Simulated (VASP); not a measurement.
# Ga (Fd-3m) in VASP: notebook, part 2 of 2

VASP 6.6.1. Earlier steps stand in the parts before.

**3. Single point, LDA (volume scaled by 1.08)**

INCAR reads:

```
PREC     = Accurate       # precision mode
ENCUT    = 520            # plane-wave cutoff, eV
EDIFF    = 1E-7           # SCF threshold, eV
ISMEAR   = -1             # smearing method
SIGMA    = 0.1            # smearing width, eV
LREAL    = F              # projectors in reciprocal space
LASPH    = T              # aspherical terms in the spheres
NELM     = 60             # most SCF steps
ALGO     = Normal         # electronic algorithm
ISIF     = 2              # what is computed and relaxed
LWAVE    = F              # write WAVECAR
LCHARG   = F              # write CHGCAR
GGA      = CA             # functional
NBANDS   = 20             # bands
```

KPOINTS reads:

```
Automatic mesh
0
Gamma
  11 11 11
```

POSCAR reads:

```
Ga
1.0
    0.0000000000      2.9127162898      2.9127162898
    2.9127162898      0.0000000000      2.9127162898
    2.9127162898      2.9127162898      0.0000000000
Ga
2
Direct
    0.1250000000      0.1250000000      0.1250000000
    0.8750000000      0.8750000000      0.8750000000
```

Potentials or basis: VASP PAW LDA potentials, release 64 (Ga_d).

The run is started by

```sh
> cat potpaw_LDA.64/Ga_d/POTCAR > POTCAR
> mpirun -np 1 vasp_std > vasp.out
```

OUTCAR:

```text
PREC = Accurate
   ENCUT = 520
   EDIFF = 1E-7
   ISMEAR = -1
   LREAL = F
   LASPH = T
   NELM = 60
   ISIF = 2
   GGA = CA

 ion  position               nearest neighbor table
   1  0.125  0.125  0.125-   2 2.52   2 2.52   2 2.52   2 2.52
   2  0.875  0.875  0.875-   1 2.52   1 2.52   1 2.52   1 2.52

  LATTYP: Found a face centered cubic cell.
 ALAT       =     5.8254325796

  Lattice vectors:

 A1 = (   0.0000000000,   2.9127162898,   2.9127162898)
 A2 = (   2.9127162898,   0.0000000000,   2.9127162898)
 A3 = (   2.9127162898,   2.9127162898,   0.0000000000)

Analysis of symmetry for initial positions (statically):
=====================================================================
 Subroutine PRICEL returns:
 Original cell was already a primitive cell.

 Routine SETGRP: Setting up the symmetry group for a
 face centered cubic supercell.

 Subroutine GETGRP returns: Found 48 space group operations
 (whereof 12 operations were pure point group operations)
 out of a pool of 48 trial point group operations.

The static configuration has the point symmetry D_3d.
 The point group associated with its full space group is O_h .

Analysis of symmetry for dynamics (positions and initial velocities):
=====================================================================
 Subroutine PRICEL returns:
 Original cell was already a primitive cell.

 Routine SETGRP: Setting up the symmetry group for a
 face centered cubic supercell.

 Subroutine GETGRP returns: Found 48 space group operations
 (whereof 12 operations were pure point group operations)
 out of a pool of 48 trial point group operations.

The dynamic configuration has the point symmetry D_3d.
 The point group associated with its full space group is O_h .

 Subroutine INISYM returns: Found 48 space group operations
 (whereof 12 operations are pure point group operations),
 and found     1 'primitive' translations

----------------------------------------------------------------------------------------

                                     Primitive cell

  volume of cell :      49.4225

  direct lattice vectors                    reciprocal lattice vectors
     0.000000000  2.912716290  2.912716290    -0.171661072  0.171661072  0.171661072
     2.912716290  0.000000000  2.912716290     0.171661072 -0.171661072  0.171661072
     2.912716290  2.912716290  0.000000000     0.171661072  0.171661072 -0.171661072

  length of vectors
     4.119202880  4.119202880  4.119202880     0.297325698  0.297325698  0.297325698

  position of ions in fractional coordinates (direct lattice)
     0.125000000  0.125000000  0.125000000
     0.875000000  0.875000000  0.875000000

  ion indices of the primitive-cell ions
   primitive index   ion index
                 1           1
                 2           2

----------------------------------------------------------------------------------------

 KPOINTS: Automatic mesh

Automatic generation of k-mesh.
 Grid dimensions read from file:
 generate k-points for:   11   11   11

 Generating k-lattice:

  Cartesian coordinates                     Fractional coordinates (reciprocal lattice)
    -0.015605552  0.015605552  0.015605552     0.090909091  0.000000000  0.000000000
     0.015605552 -0.015605552  0.015605552     0.000000000  0.090909091  0.000000000
     0.015605552  0.015605552 -0.015605552     0.000000000  0.000000000  0.090909091

  Length of vectors
     0.027029609  0.027029609  0.027029609

  Shift w.r.t. Gamma in fractional coordinates (k-lattice)
     0.000000000  0.000000000  0.000000000

 Subroutine IBZKPT returns following result:
 ===========================================

 Found     56 irreducible k-points:

 Following reciprocal coordinates:
            Coordinates               Weight
  0.000000  0.000000  0.000000      1.000000
  0.090909  0.000000  0.000000      8.000000
  0.181818  0.000000  0.000000      8.000000
  0.272727  0.000000  0.000000      8.000000
  0.363636  0.000000  0.000000      8.000000
  0.454545  0.000000  0.000000      8.000000
[... 16 lines left out ...]
 -0.272727  0.181818  0.000000     24.000000
 -0.181818  0.181818  0.000000     12.000000
 [... further k-points ...]
   k-points           NKPTS =     56   k-points in BZ     NKDIM =     56   number of bands    NBANDS=     20
   number of dos      NEDOS =    301   number of ions     NIONS =      2
   total plane-waves  NPLWV =  32768
   dimension x,y,z NGX =    32 NGY =   32 NGZ =   32
   dimension x,y,z NGXF=    64 NGYF=   64 NGZF=   64
   ions per type =               2
   NGX,Y,Z   is equivalent  to a cutoff of  12.91, 12.91, 12.91 a.u.
   NGXF,Y,Z  is equivalent  to a cutoff of  25.83, 25.83, 25.83 a.u.
 SYSTEM =  unknown system
   PREC   = accura    normal or accurate (medium, high low for compatibility)
   ISTART =      0    job   : 0-new  1-cont  2-samecut
   ICHARG =      2    charge: 1-file 2-atom 10-const
   ISPIN  =      1    spin polarized calculation?
   LNONCOLLINEAR =      F non collinear calculations
   LSORBIT =      F    spin-orbit coupling
   LASPH  =      T    aspherical Exc in radial PAW
   ENCUT  =  520.0 eV  38.22 Ry    6.18 a.u.   7.66  7.66  7.66*2*pi/ulx,y,z
   NELM   =     60;   NELMIN=  2; NELMDL= -5     # of ELM steps
   EDIFF  = 0.1E-06   stopping-criterion for ELM
   LREAL  =      F    real-space projection
   EDIFFG = 0.1E-05   stopping-criterion for IOM
   NSW    =      0    number of steps for IOM
   IBRION =     -1    ionic relax: 0-MD 1-quasi-New 2-CG
   NFREE  =      0    steps in history (QN), initial steepest desc. (CG)
   ISIF   =      2    stress and relaxation
   ISYM   =      2    0-nonsym 1-usesym 2-fastsym
   POTIM  = 0.5000    time-step for ionic-motion
   TEBEG  =    0.0;   TEEND  =   0.0 temperature during run
   PSTRESS=    0.0 pullay stress
   NELECT =      26.0000    total number of electrons
   NUPDOWN=      -1.0000    fix difference up-down
   EMIN   =  10.00;   EMAX   =-10.00  energy-range for DOS
   EFERMI =   0.00;   METHOD = LEGACY
   ISMEAR =    -1;   SIGMA  =   0.10  broadening in eV -4-tet -1-fermi 0-gaus
   EFERMI_NEDOS =   21; number of points for ismear=-14 and -15
   IALGO  =     38    algorithm
   IMIX   =      4    mixing-type and parameters
     AMIX     =   0.40;   BMIX     =  1.00
     AMIX_MAG =   1.60;   BMIX_MAG =  1.00
  volume/ion in A,a.u.               =      24.71       166.76
  Fermi-wavevector in a.u.,A,eV,Ry     =   1.321573  2.497410 23.763319  1.746555
  Thomas-Fermi vector in A             =   2.451317
   LORBIT       =      0    0 simple, 1 ext, 2 COOP (PROOUT), +10 PAW based schemes
   GGA     = CA    functional components
   LHFCALC =     F    Hartree Fock is set to
   AEXX    =    0.0000 exact exchange contribution
   IVDW    =     0    specifies the selected vdW correction
   LEPSILON=     F    determine dielectric tensor
   LRPA    =     F    only Hartree local field effects (RPA)
 non-spin polarized calculation
  energy-cutoff  :      520.00
  volume of cell :       49.42
 maximum number of plane-waves:      1363
   NGX = 15   NGY = 15   NGZ = 15

 number of electron      25.9999982 magnetization

 Free energy of the ion-electron system (eV)
  ---------------------------------------------------
  ext. energy  EPLUGINS =         0.00000000
  ---------------------------------------------------
  free energy    TOTEN  =        -6.53048590 eV

  energy without entropy =       -6.48853707  energy(sigma->0) =       -6.50951148

 E-fermi :   2.4846     XC(G=0):  -9.7452

 val. band max:        2.4553394587   @ k =   0.3636   0.1818   0.0909
 cond. band min:       2.5166672257   @ k =  -0.2727   0.3636   0.0909
 fundamental gap:      0.0613277670
 Fermi energy:         2.4845596716

 k-point     1 :       0.0000    0.0000    0.0000
  band No.  band energies     occupation
      1     -12.3811      2.00000
      2     -12.3811      2.00000
      3     -12.3811      2.00000
      4     -12.3372      2.00000
      5     -12.3372      2.00000
      6     -12.0150      2.00000
[... 12 lines left out ...]
     19      10.2150      0.00000
     20      13.7476      0.00000
[... 507 lines left out ...]
 k-point    24 :      -0.1818    0.1818    0.0000
  band No.  band energies     occupation
      1     -12.4264      2.00000
      2     -12.4150      2.00000
      3     -12.3541      2.00000
      4     -12.2906      2.00000
      5     -12.2520      2.00000
      6     -12.0788      2.00000
[... 12 lines left out ...]
     19      11.3319      0.00000
     20      13.5609      0.00000

 [... further k-points ...]

------------------------ aborting loop because EDIFF is reached ----------------------------------------

  FORCE on cell =-STRESS in cart. coord.  units (eV):
  Direction    XX          YY          ZZ          XY          YZ          ZX
  --------------------------------------------------------------------------------------
  -------------------------------------------------------------------------------------
  Total       -0.9138414     -0.9138414     -0.9138414      0.0000000     -0.0000000     -0.0000000
  in kB      -29.6248987    -29.6248987    -29.6248987      0.0000000     -0.0000000     -0.0000000
  external PRESSURE =     -29.6248987 kB  Pullay stress =       0.0000000 kB

 VOLUME and BASIS-vectors are now :
 -----------------------------------------------------------------------------
  energy-cutoff  :      520.00
  volume of cell :       49.42
      direct lattice vectors                 reciprocal lattice vectors
     0.000000000  2.912716290  2.912716290    -0.171661072  0.171661072  0.171661072
     2.912716290  0.000000000  2.912716290     0.171661072 -0.171661072  0.171661072
     2.912716290  2.912716290  0.000000000     0.171661072  0.171661072 -0.171661072

 POSITION                                       TOTAL-FORCE (eV/Angst)
 -----------------------------------------------------------------------------------
      0.72818      0.72818      0.72818         0.000000      0.000000      0.000000
      5.09725      5.09725      5.09725        -0.000000     -0.000000     -0.000000
 -----------------------------------------------------------------------------------
    total drift:                                0.000000      0.000000     -0.000000

  FREE ENERGIE OF THE ION-ELECTRON SYSTEM (eV)
  ---------------------------------------------------
  free  energy   TOTEN  =        -6.5304858952 eV

  energy  without entropy=       -6.4885370739  energy(sigma->0) =       -6.50951148
```

Run time: 37 s. Hardware: 1 thread of Intel Xeon Platinum 8488C (Sapphire Rapids), shared host; peak memory 0.17 GiB.

What came out:

```
Free energy            : -6.5305 eV
Pressure               : -3.0 GPa
Band gap on the k mesh : zero (band 13 reaches 5.28 eV, above the bottom of band 14 at 1.41 eV)
```

Caveat: the cell differs from its parent crystal (volume scaled by 1.08).

**4. Single point, LDA (volume scaled by 1.12)**

INCAR reads:

```
PREC = Accurate
ENCUT = 520
EDIFF = 1E-7
ISMEAR = -1
SIGMA = 0.1
LREAL = F
LASPH = T
NELM = 80
ALGO = Normal
ISIF = 2
LWAVE = F
LCHARG = F
GGA = CA
NBANDS = 20
```

KPOINTS is that of step 3.

POSCAR reads:

```
Ga
1.0
    0.0000000000      2.9482407213      2.9482407213
    2.9482407213      0.0000000000      2.9482407213
    2.9482407213      2.9482407213      0.0000000000
Ga
2
Direct
    0.1250000000      0.1250000000      0.1250000000
    0.8750000000      0.8750000000      0.8750000000
```

Potentials or basis: VASP PAW LDA potentials, release 64 (Ga_d).

The run is started by

```sh
> cat potpaw_LDA.64/Ga_d/POTCAR > POTCAR
> mpirun -np 1 vasp_std > vasp.out
```

OUTCAR:

```text
PREC = Accurate
   ENCUT = 520
   EDIFF = 1E-7
   ISMEAR = -1
   LREAL = F
   LASPH = T
   NELM = 80
   ISIF = 2
   GGA = CA

 ion  position               nearest neighbor table
   1  0.125  0.125  0.125-   2 2.55   2 2.55   2 2.55   2 2.55
   2  0.875  0.875  0.875-   1 2.55   1 2.55   1 2.55   1 2.55

  LATTYP: Found a face centered cubic cell.
 ALAT       =     5.8964814426

  Lattice vectors:

[... 736 lines left out ...]
     20      13.0788      0.00000

 [... further k-points ...]

------------------------ aborting loop because EDIFF is reached ----------------------------------------

  FORCE on cell =-STRESS in cart. coord.  units (eV):
  Direction    XX          YY          ZZ          XY          YZ          ZX
  --------------------------------------------------------------------------------------
  -------------------------------------------------------------------------------------
  Total       -1.2850752     -1.2850752     -1.2850752      0.0000000      0.0000000     -0.0000000
  in kB      -40.1717075    -40.1717075    -40.1717075      0.0000000      0.0000000     -0.0000000
  external PRESSURE =     -40.1717075 kB  Pullay stress =       0.0000000 kB

 VOLUME and BASIS-vectors are now :
 -----------------------------------------------------------------------------
  energy-cutoff  :      520.00
  volume of cell :       51.25
      direct lattice vectors                 reciprocal lattice vectors
     0.000000000  2.948240721  2.948240721    -0.169592665  0.169592665  0.169592665
     2.948240721  0.000000000  2.948240721     0.169592665 -0.169592665  0.169592665
     2.948240721  2.948240721  0.000000000     0.169592665  0.169592665 -0.169592665

 POSITION                                       TOTAL-FORCE (eV/Angst)
 -----------------------------------------------------------------------------------
      0.73706      0.73706      0.73706        -0.000000     -0.000000     -0.000000
      5.15942      5.15942      5.15942         0.000000      0.000000      0.000000
 -----------------------------------------------------------------------------------
    total drift:                                0.000000      0.000000     -0.000000

  FREE ENERGIE OF THE ION-ELECTRON SYSTEM (eV)
  ---------------------------------------------------
  free  energy   TOTEN  =        -6.4904129251 eV

  energy  without entropy=       -6.4470144433  energy(sigma->0) =       -6.46871368
```

OSZICAR:

```text
N       E                     dE             d eps       ncg     rms          rms(c)
DAV:   1     0.135710358423E+03    0.13571E+03   -0.13313E+04  2268   0.222E+03
DAV:   2     0.689156024794E+01   -0.12882E+03   -0.12603E+03  2300   0.381E+02
DAV:   3    -0.629207480355E+01   -0.13184E+02   -0.13120E+02  2552   0.101E+02
DAV:   4    -0.653553534108E+01   -0.24346E+00   -0.24331E+00  2584   0.150E+01
DAV:   5    -0.653971038671E+01   -0.41750E-02   -0.41748E-02  2536   0.196E+00    0.148E+00
DAV:   6    -0.650055481222E+01    0.39156E-01   -0.70910E-02  2944   0.417E+00    0.786E-01
DAV:   7    -0.649127124312E+01    0.92836E-02   -0.13165E-02  3372   0.156E+00    0.195E-01
DAV:   8    -0.649039416847E+01    0.87707E-03   -0.28418E-03  2488   0.687E-01    0.192E-02
DAV:   9    -0.649041450811E+01   -0.20340E-04   -0.14881E-04  2572   0.149E-01    0.100E-02
DAV:  10    -0.649041277129E+01    0.17368E-05   -0.23666E-05  2740   0.674E-02    0.122E-03
DAV:  11    -0.649041291861E+01   -0.14733E-06   -0.13041E-06  2708   0.945E-03    0.502E-04
DAV:  12    -0.649041292514E+01   -0.65284E-08   -0.33659E-08  1632   0.173E-03
   1 F= -.64904129E+01 E0= -.64687137E+01  d E =-.433985E-01
```

stdout:

```text
POSCAR found type information on POSCAR Ga
 POSCAR found :  1 types and       2 ions
 scaLAPACK will be used
 LDA part: xc-table for (Slater(with rela. corr.)+CA(PZ))
 , standard interpolation
 POSCAR, INCAR and KPOINTS ok, starting setup
 FFT: planning ... GRIDC
 FFT: planning ... GRID_SOFT
 FFT: planning ... GRID
 WAVECAR not read
 entering main loop
```

Run time: 34 s. Hardware: 1 thread of Intel Xeon Platinum 8488C (Sapphire Rapids), shared host; peak memory 0.17 GiB.

What came out:

- Free energy: -6.4904 eV
- Pressure: -4.0 GPa
- Band gap on the k mesh: zero (band 13 reaches 4.95 eV, above the bottom of band 14 at 1.24 eV)

Caveat: the cell differs from its parent crystal (volume scaled by 1.12).

**5. Relaxation of cell and atoms, LDA**

This run uses another cell than the first one, of 26.45 Å³/atom, 1.112 times its volume.

INCAR reads:

```
SYSTEM = Ga
ALGO = Normal ; EDIFF = 1E-6
EDIFFG = -0.01 ; ENCUT = 600
GGA = CA ; IBRION = 2
ISIF = 3 ; ISMEAR = -1
LASPH = .TRUE. ; LCHARG = .FALSE.
LREAL = .FALSE. ; LWAVE = .FALSE.
NELM = 100 ; NSW = 80
PREC = Accurate ; SIGMA = 0.1
```

KPOINTS reads:

```
k-points
0
G
  9 9 9
  0 0 0
```

POSCAR reads:

```
Ga
1.0
    0.0000000000      2.9796103622      2.9796103622
    2.9796103622      0.0000000000      2.9796103622
    2.9796103622      2.9796103622      0.0000000000
Ga
2
Direct
    0.1250000000      0.1250000000      0.1250000000
    0.8750000000      0.8750000000      0.8750000000
```

The run is started by

```sh
> cat potpaw_LDA.64/Ga_d/POTCAR > POTCAR
> mpirun -np 1 vasp_std > vasp.out
```

Wall time 62 s (1 thread of Intel Xeon Platinum 8488C (Sapphire Rapids), shared host); peak memory 0.19 GiB.

The run converged. Its results:

* Free energy: -6.5631 eV
* Relaxed volume: 22.95 Å³/atom
* Relaxed cell: a = 4.019 Å, b = 4.019 Å, c = 4.019 Å, α = 60.00°, β = 60.00°, γ = 60.00°
* Space group after relaxing (to 0.05 Å): Fd-3m (No. 227)
* Energy gained by relaxing: 60.6 meV/atom
* Ionic steps: 4
* Pressure after relaxing: 0.0 GPa
* Band gap on the k mesh: zero (band 13 reaches 6.00 eV, above the bottom of band 14 at 1.84 eV)

The path:
| step | energy change (eV) | largest force (eV/Å) | pressure (GPa) | volume (Å³) |
| --- | --- | --- | --- | --- |
| 1 | 0.0000 | 0.0000 | -4.82 | 52.91 |
| 2 | -0.1171 | 0.0000 | -1.21 | 47.04 |
| 3 | -0.1212 | 0.0000 | 0.08 | 45.77 |
| 4 | -0.1212 | 0.0000 | -0.03 | 45.90 |

Final structure:
```
Ga
1.0
     0.00000    2.84186    2.84186
     2.84186    0.00000    2.84186
     2.84186    2.84186    0.00000
Ga
2
Direct
  0.12500 0.12500 0.12500
  0.87500 0.87500 0.87500
```

Levels at points of the mesh, in eV from the Fermi level:
```
           k point  band 9  band 10  band 11  band 12  band 13  band 14  band 15  band 16  band 17
(0.00, 0.00, 0.00)  -14.45   -14.45    -9.88     3.00     3.00     3.00     4.31     5.05     5.05
```

**6. Single point, LDA**

This run uses another cell than the first one, of 22.88 Å³/atom, 0.962 times its volume.

INCAR reads:

```
ALGO = Normal ; EDIFF = 1E-6
ENCUT = 520 ; ISIF = 2
ISMEAR = -1 ; LASPH = T
LCHARG = F ; LREAL = F
LWAVE = F ; NBANDS = 20
NELM = 60 ; PREC = Accurate
SIGMA = 0.1
```

KPOINTS reads:

```
k-points
0
Gamma
  16 16 16
```

POSCAR reads:

```
Ga
1.0
    0.0000000000      2.8389446993      2.8389446993
    2.8389446993      0.0000000000      2.8389446993
    2.8389446993      2.8389446993      0.0000000000
Ga
2
Direct
    0.1250000000      0.1250000000      0.1250000000
    0.8750000000      0.8750000000      0.8750000000
```

Potentials or basis: VASP PAW LDA potentials, release 64 (Ga_d).

The run is started by

```sh
> cat potpaw_LDA.64/Ga_d/POTCAR > POTCAR
> mpirun -np 1 vasp_std > vasp.out
```

Run time: 72 s. Hardware: 1 thread of Intel Xeon Platinum 8488C (Sapphire Rapids), shared host; peak memory 0.22 GiB.

The run converged. Its results:

```yaml
Free_energy: -6.5637 eV
Pressure: 0.2 GPa
Band_gap_on_the_k_mesh: zero (band 13 reaches 6.03 eV, above the bottom of band 14 at 1.37 eV)
```

Levels at points of the mesh, in eV from the Fermi level:
```csv
k point,band 9,band 10,band 11,band 12,band 13,band 14,band 15,band 16,band 17,band 18
"(0.00, 0.00, 0.00)",-14.42,-14.42,-9.87,3.03,3.03,3.03,4.36,5.08,5.08,5.08
"(0.50, 0.00, 0.00)",-14.40,-14.40,-7.46,-4.90,1.40,1.40,3.41,6.06,6.06,8.41
"(0.50, 0.50, 0.00)",-14.38,-14.38,-5.67,-5.67,-0.56,-0.56,2.92,2.92,12.68,12.68
```

**7. Overview**

| task | cell | k mesh | cutoff (eV) | gap on the mesh (eV) | pressure (GPa) |
| --- | --- | --- | --- | --- | --- |
| single point | a = 4.068 Å, angles 60.0°, 2 atoms | 11 × 11 × 11 | 520 | none | -1.6 |
| single point | a = 4.119 Å, angles 60.0°, 2 atoms | 11 × 11 × 11 | 520 | none | -3.0 |
| single point | a = 4.169 Å, angles 60.0°, 2 atoms | 11 × 11 × 11 | 520 | none | -4.0 |
| relaxation of cell and atoms | relaxed from a = 4.214 Å, angles 60.0°, 2 atoms | 9 × 9 × 9 | 600 | none | 0.0 |
| single point | a = 4.015 Å, angles 60.0°, 2 atoms | 16 × 16 × 16 | 520 | none | 0.2 |

Alike in all rows: level LDA; potentials or basis VASP PAW LDA potentials, release 64 (Ga_d); no spin polarisation; smearing fermi-dirac 0.1 eV.

Absolute energies hang on the potentials; compare differences alone.
